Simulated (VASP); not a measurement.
# Mo3HS6 in VASP: single point with PBEsol

Aim: the single point of Mo3HS6 with PBEsol.

Everything below comes from runs of VASP 6.6.1. Logs are shortened: lines on timing, memory, paths and dates and some standing lists are left out, and cuts for length are marked.

### Step 1. The cell of the first run

The cell holds a slab with vacuum, 10 atoms: a = 3.120 Å, b = 6.347 Å, c = 25.660 Å, α = 90.00°, β = 90.00°, γ = 104.23°.

### Step 2. Single point, PBEsol

File INCAR:

```
SYSTEM = Mo3HS6
PREC = Accurate
ENCUT = 520
EDIFF = 1E-6
ISMEAR = 0
SIGMA = 0.1
LREAL = .FALSE.
LASPH = .TRUE.
NELM = 100
ALGO = Normal
ISIF = 2
LWAVE = .FALSE.
LCHARG = .TRUE.
LDIPOL = .TRUE.
IDIPOL = 3
DIPOL = 0.5 0.5 0.482
GGA = PS
LELF = .TRUE.
LVHAR = .TRUE.
LVACPOTAV = .TRUE.
NBANDS = 50
```

File KPOINTS:

```
Automatic mesh
0
G
  10 5 1
  0 0 0
```

File POSCAR:

```
Mo3HS6
1.0
    3.1204068985      0.0000000000      0.0000000000
   -1.5602034492      6.1523257957      0.0000000000
    0.0000000000      0.0000000000     25.6597815141
S Mo H
6 3 1
Direct
    0.8927216587      0.7854433174      0.3312576919
    0.1715891272      0.3431782543      0.3824398182
    0.4248770516      0.8497541032      0.4354374436
    0.7047428115      0.4094654124      0.4861970894
    0.9628665561      0.9257405526      0.5411345583
    0.1730160878      0.3460381128      0.6172031673
    0.5321553930      0.0643107859      0.3568487551
    0.0634283179      0.1268429315      0.4560351157
    0.6028601598      0.2057221030      0.5588565878
    0.3396827545      1.1793714461      0.6508640430
```

Potentials or basis: VASP PAW PBE potentials, release 64 (S, Mo_sv, H).

Command:

```
> cat potpaw_PBE.64/S/POTCAR potpaw_PBE.64/Mo_sv/POTCAR potpaw_PBE.64/H/POTCAR > POTCAR
> mpirun -np 1 vasp_std > vasp.out
```

OUTCAR:

```text
SYSTEM = Mo3HS6
   PREC = Accurate
   ENCUT = 520
   EDIFF = 1E-6
   ISMEAR = 0
   LREAL = .FALSE.
   LASPH = .TRUE.
   NELM = 100
   ISIF = 2
   GGA = PS

 ion  position               nearest neighbor table
   1  0.893  0.785  0.331-   7 2.41   7 2.41
   2  0.172  0.343  0.382-   8 2.31   7 2.41   7 2.41
   3  0.425  0.850  0.435-   8 2.37   8 2.37   7 2.41
   4  0.705  0.409  0.486-   9 2.25   8 2.46   8 2.46
   5  0.963  0.926  0.541-   9 2.37   9 2.37   8 2.51
   6  0.173  0.346  0.617-  10 1.55   9 2.33   9 2.33
   7  0.532  0.064  0.357-   3 2.41   2 2.41   2 2.41   1 2.41   1 2.41   8 3.01   8 3.01
   8  0.063  0.127  0.456-   2 2.31   3 2.37   3 2.37   4 2.46   4 2.46   5 2.51   7 3.01   7 3.01
                             9 3.10   9 3.10
   9  0.603  0.206  0.559-   4 2.25   6 2.33   6 2.33   5 2.37   5 2.37   8 3.10   8 3.10
  10  0.340  0.179  0.651-   6 1.55

  LATTYP: Found a base centered orthorhombic cell.
 ALAT       =     3.1204068985
 B/A-ratio  =     3.9432843189
 C/A-ratio  =     8.2232165063

  Lattice vectors:

 A1 = (   1.5602034492,  -6.1523257957,   0.0000000000)
 A2 = (   1.5602034493,   6.1523257957,   0.0000000000)
 A3 = (   0.0000000000,   0.0000000000,  25.6597815141)

Analysis of symmetry for initial positions (statically):
=====================================================================
 Subroutine PRICEL returns:
 Original cell was already a primitive cell.

 Routine SETGRP: Setting up the symmetry group for a
 base centered orthorhombic supercell.

 Subroutine GETGRP returns: Found  1 space group operations
 (whereof  1 operations were pure point group operations)
 out of a pool of  8 trial point group operations.

The static configuration has the point symmetry C_1 .

Analysis of symmetry for dynamics (positions and initial velocities):
=====================================================================
 Subroutine PRICEL returns:
 Original cell was already a primitive cell.

 Routine SETGRP: Setting up the symmetry group for a
 base centered orthorhombic supercell.

 Subroutine GETGRP returns: Found  1 space group operations
 (whereof  1 operations were pure point group operations)
 out of a pool of  8 trial point group operations.

The dynamic configuration has the point symmetry C_1 .

 Subroutine INISYM returns: Found  1 space group operations
 (whereof  1 operations are pure point group operations),
 and found     1 'primitive' translations

----------------------------------------------------------------------------------------

                                     Primitive cell

  volume of cell :     492.6103

  direct lattice vectors                    reciprocal lattice vectors
     3.120406899  0.000000000  0.000000000     0.320471026  0.081270078  0.000000000
    -1.560203449  6.152325796  0.000000000     0.000000000  0.162540157  0.000000000
     0.000000000  0.000000000 25.659781514     0.000000000  0.000000000  0.038971493

  length of vectors
     3.120406899  6.347073932 25.659781514     0.330615342  0.162540157  0.038971493

  position of ions in fractional coordinates (direct lattice)
     0.892721659  0.785443317  0.331257692
     0.171589127  0.343178254  0.382439818
     0.424877052  0.849754103  0.435437444
     0.704742811  0.409465412  0.486197089
     0.962866556  0.925740553  0.541134558
     0.173016088  0.346038113  0.617203167
     0.532155393  0.064310786  0.356848755
     0.063428318  0.126842932  0.456035116
     0.602860160  0.205722103  0.558856588
     0.339682754  0.179371446  0.650864043

  ion indices of the primitive-cell ions
   primitive index   ion index
                 1           1
                 2           2
                 3           3
                 4           4
                 5           5
                 6           6
                 7           7
                 8           8
                 9           9
                10          10

----------------------------------------------------------------------------------------

 KPOINTS: Automatic mesh

Automatic generation of k-mesh.
 Grid dimensions read from file:
 generate k-points for:   10    5    1

 Generating k-lattice:

  Cartesian coordinates                     Fractional coordinates (reciprocal lattice)
     0.032047103  0.008127008  0.000000000     0.100000000  0.000000000  0.000000000
     0.000000000  0.032508031  0.000000000     0.000000000  0.200000000  0.000000000
     0.000000000  0.000000000  0.038971493     0.000000000  0.000000000  1.000000000

  Length of vectors
     0.033061534  0.032508031  0.038971493

  Shift w.r.t. Gamma in fractional coordinates (k-lattice)
     0.000000000  0.000000000  0.000000000

 -----------------------------------------------------------------------------
|                                                                             |
|           W    W    AA    RRRRR   N    N  II  N    N   GGGG   !!!           |
|           W    W   A  A   R    R  NN   N  II  NN   N  G    G  !!!           |
|           W    W  A    A  R    R  N N  N  II  N N  N  G       !!!           |
|           W WW W  AAAAAA  RRRRR   N  N N  II  N  N N  G  GGG   !            |
|           WW  WW  A    A  R   R   N   NN  II  N   NN  G    G                |
|           W    W  A    A  R    R  N    N  II  N    N   GGGG   !!!           |
|                                                                             |
|     Your reciprocal lattice and k-lattice belong to different lattice       |
|     classes:                                                                |
|                                                                             |
|        The reciprocal lattice is base centered orthorhombic,                |
|        whereas your k-lattice is simple monoclinic.                         |
|                                                                             |
|     Results are often still useful ...                                      |
|                                                                             |
 -----------------------------------------------------------------------------

 WARNING: IBZKPT: internal override: KBLOWUP is changed to .FALSE.
      ... skipping the blow-up phase ...

 Subroutine IBZKPT returns following result:
 ===========================================

 Found     26 irreducible k-points:

 Following reciprocal coordinates:
            Coordinates               Weight
  0.000000  0.000000  0.000000      1.000000
  0.100000 -0.000000  0.000000      2.000000
  0.200000 -0.000000  0.000000      2.000000
  0.300000 -0.000000  0.000000      2.000000
  0.400000 -0.000000  0.000000      2.000000
  0.500000 -0.000000  0.000000      1.000000
[... 16 lines left out ...]
 -0.400000  0.400000  0.000000      2.000000
 -0.300000  0.400000  0.000000      2.000000
 [... further k-points ...]
   k-points           NKPTS =     26   k-points in BZ     NKDIM =     26   number of bands    NBANDS=     50
   number of dos      NEDOS =    301   number of ions     NIONS =     10
   total plane-waves  NPLWV = 221184
   dimension x,y,z NGX =    24 NGY =   48 NGZ =  192
   dimension x,y,z NGXF=    48 NGYF=   96 NGZF=  384
   ions per type =               6   3   1
   NGX,Y,Z   is equivalent  to a cutoff of  12.79, 12.57, 12.44 a.u.
   NGXF,Y,Z  is equivalent  to a cutoff of  25.57, 25.14, 24.88 a.u.
 SYSTEM =  Mo3HS6
   PREC   = accura    normal or accurate (medium, high low for compatibility)
   ISTART =      0    job   : 0-new  1-cont  2-samecut
   ICHARG =      2    charge: 1-file 2-atom 10-const
   ISPIN  =      1    spin polarized calculation?
   LNONCOLLINEAR =      F non collinear calculations
   LSORBIT =      F    spin-orbit coupling
   LASPH  =      T    aspherical Exc in radial PAW
   ENCUT  =  520.0 eV  38.22 Ry    6.18 a.u.   5.80 11.80 47.71*2*pi/ulx,y,z
   NELM   =    100;   NELMIN=  2; NELMDL= -5     # of ELM steps
   EDIFF  = 0.1E-05   stopping-criterion for ELM
   LREAL  =      F    real-space projection
   EDIFFG = 0.1E-04   stopping-criterion for IOM
   NSW    =      0    number of steps for IOM
   IBRION =     -1    ionic relax: 0-MD 1-quasi-New 2-CG
   NFREE  =      0    steps in history (QN), initial steepest desc. (CG)
   ISIF   =      2    stress and relaxation
   ISYM   =      2    0-nonsym 1-usesym 2-fastsym
   POTIM  = 0.5000    time-step for ionic-motion
   TEBEG  =    0.0;   TEEND  =   0.0 temperature during run
   PSTRESS=    0.0 pullay stress
   NELECT =      79.0000    total number of electrons
   NUPDOWN=      -1.0000    fix difference up-down
   EMIN   =  10.00;   EMAX   =-10.00  energy-range for DOS
   EFERMI =   0.00;   METHOD = LEGACY
   ISMEAR =     0;   SIGMA  =   0.10  broadening in eV -4-tet -1-fermi 0-gaus
   EFERMI_NEDOS =   21; number of points for ismear=-14 and -15
   IALGO  =     38    algorithm
   IMIX   =      4    mixing-type and parameters
     AMIX     =   0.40;   BMIX     =  1.00
     AMIX_MAG =   1.60;   BMIX_MAG =  1.00
  volume/ion in A,a.u.               =      49.26       332.43
  Fermi-wavevector in a.u.,A,eV,Ry     =   0.889439  1.680795 10.763585  0.791101
  Thomas-Fermi vector in A             =   2.010999
   LORBIT       =      0    0 simple, 1 ext, 2 COOP (PROOUT), +10 PAW based schemes
   GGA     = PS    functional components
   LHFCALC =     F    Hartree Fock is set to
   AEXX    =    0.0000 exact exchange contribution
   IVDW    =     0    specifies the selected vdW correction
   LEPSILON=     F    determine dielectric tensor
   LRPA    =     F    only Hartree local field effects (RPA)
 non-spin polarized calculation
 Gauss-broadening in eV      SIGMA  =   0.10
  energy-cutoff  :      520.00
  volume of cell :      492.61
 maximum number of plane-waves:     13305
   NGX = 11   NGY = 23   NGZ = 95

 dipolmoment           0.000000      0.000000      0.107676 electrons x Angstroem

 number of electron      79.0000002 magnetization

 dipolmoment           0.000000      0.000000     -0.103637 electrons x Angstroem

 Free energy of the ion-electron system (eV)
  ---------------------------------------------------
  ext. energy  EPLUGINS =         0.00000000
  ---------------------------------------------------
  free energy    TOTEN  =       -68.62337821 eV

  energy without entropy =      -68.61490017  energy(sigma->0) =      -68.61913919

 E-fermi :  -0.4479     XC(G=0):  -4.2480

 val. band max:       -0.4879651307   @ k =   0.2000   0.4000   0.0000
 cond. band min:      -0.4311270120   @ k =   0.0000   0.4000   0.0000
 fundamental gap:      0.0568381186
 Fermi energy:        -0.4478913365

 k-point     1 :       0.0000    0.0000    0.0000
  band No.  band energies     occupation
      1     -62.0107      2.00000
      2     -61.8359      2.00000
      3     -61.7092      2.00000
      4     -36.3296      2.00000
      5     -36.2168      2.00000
      6     -36.0401      2.00000
[... 42 lines left out ...]
     49       2.6958      0.00000
     50       2.7969      0.00000

 k-point     2 :       0.1000   -0.0000    0.0000
  band No.  band energies     occupation
      1     -62.0083      2.00000
      2     -61.8333      2.00000
      3     -61.7070      2.00000
      4     -36.3211      2.00000
      5     -36.2174      2.00000
      6     -36.0733      2.00000
[... 42 lines left out ...]
     49       2.4557      0.00000
     50       2.5448      0.00000

 k-point     3 :       0.2000   -0.0000    0.0000
  band No.  band energies     occupation
      1     -62.0020      2.00000
      2     -61.8266      2.00000
      3     -61.7015      2.00000
      4     -36.3003      2.00000
      5     -36.2231      2.00000
      6     -36.1521      2.00000
[... 1102 lines left out ...]
     49       2.6077      0.00000
     50       3.4852      0.00000

 k-point    24 :      -0.3000    0.4000    0.0000
  band No.  band energies     occupation
      1     -61.9941      2.00000
      2     -61.8183      2.00000
      3     -61.6946      2.00000
      4     -36.2895      2.00000
      5     -36.2592      2.00000
      6     -36.2132      2.00000
[... 42 lines left out ...]
     49       2.6193      0.00000
     50       2.9951      0.00000

 [... further k-points ...]
[... 5 lines left out ...]
  --------------------------------------------------------------------------------------
  -------------------------------------------------------------------------------------
  Total       -1.0725323     -1.5503953     -2.3241797      0.6111364      2.1392939     -1.5639343
  in kB       -3.4883290     -5.0425419     -7.5592163      1.9876742      6.9578895     -5.0865764
  external PRESSURE =      -5.3633624 kB  Pullay stress =       0.0000000 kB

 VOLUME and BASIS-vectors are now :
 -----------------------------------------------------------------------------
  energy-cutoff  :      520.00
  volume of cell :      492.61
      direct lattice vectors                 reciprocal lattice vectors
     3.120406899  0.000000000  0.000000000     0.320471026  0.081270078  0.000000000
    -1.560203449  6.152325796  0.000000000     0.000000000  0.162540157  0.000000000
     0.000000000  0.000000000 25.659781514     0.000000000  0.000000000  0.038971493

 POSITION                                       TOTAL-FORCE (eV/Angst)
 -----------------------------------------------------------------------------------
      1.56020      4.83230      8.50000         0.010699      1.549567     -0.557428
      0.00000      2.11134      9.81332         0.013638      0.861075     -1.237033
      0.00000      5.22796     11.17323        -0.029623      0.300619     -1.213915
      1.56023      2.51916     12.47571         0.134285      0.148503     -0.139259
      1.56019      5.69546     13.88539         0.100058      0.236338      0.201176
     -0.00001      2.12894     15.83730         0.491677     -0.364094      2.139552
      1.56020      0.39566      9.15666         0.046624     -2.858469      2.780558
      0.00002      0.78038     11.70176        -0.026798      0.070257      0.364178
      1.56020      1.26567     14.34014         0.022813     -0.933582     -1.090694
      0.78009      1.10355     16.70103        -0.763372      0.989786     -1.247135
 -----------------------------------------------------------------------------------
    total drift:                                0.000262      0.000144     -0.000242

  FREE ENERGIE OF THE ION-ELECTRON SYSTEM (eV)
  ---------------------------------------------------
  free  energy   TOTEN  =       -68.6233782081 eV

  energy  without entropy=      -68.6149001674  energy(sigma->0) =      -68.61913919

 vacuum level on the upper side and lower side of the slab         3.525         4.502
```

Wall time 10 min (1 thread of AMD EPYC 9R45 (Zen 5), shared host); peak memory 0.76 GiB.

What came out:

- Free energy: -68.6234 eV
- Largest force: 3.988 eV/Å
- Band gap on the k mesh: zero (an odd number of electrons rules out a gap without spin polarisation)

Forces on the atoms (eV/Å):
```
S    0.011  1.550 -0.557
S    0.014  0.861 -1.237
S   -0.030  0.301 -1.214
S    0.134  0.149 -0.139
S    0.100  0.236  0.201
S    0.492 -0.364  2.140
Mo   0.047 -2.858  2.781
Mo  -0.027  0.070  0.364
Mo   0.023 -0.934 -1.091
H   -0.763  0.990 -1.247
```

Levels at points of the mesh, in eV from the Fermi level:
| k point | band 35 | band 36 | band 37 | band 38 | band 39 | band 40 | band 41 | band 42 | band 43 | band 44 |
| --- | --- | --- | --- | --- | --- | --- | --- | --- | --- | --- |
| (0.00, 0.00, 0.00) | -1.65 | -1.40 | -1.28 | -1.03 | -0.94 | -0.49 | 0.14 | 0.50 | 1.05 | 1.34 |
| (0.50, 0.00, 0.00) | -2.77 | -2.13 | -1.80 | -0.70 | -0.23 | 0.30 | 0.37 | 1.13 | 1.53 | 1.69 |

Caveat: the PAW data sets were made with another functional, which shifts forces and pressure a little; an odd number of electrons without spin polarisation forces a metal; a magnetic or distorted state may lie lower.

The gap in the log of VASP goes by the Fermi energy; the results here count the filled bands.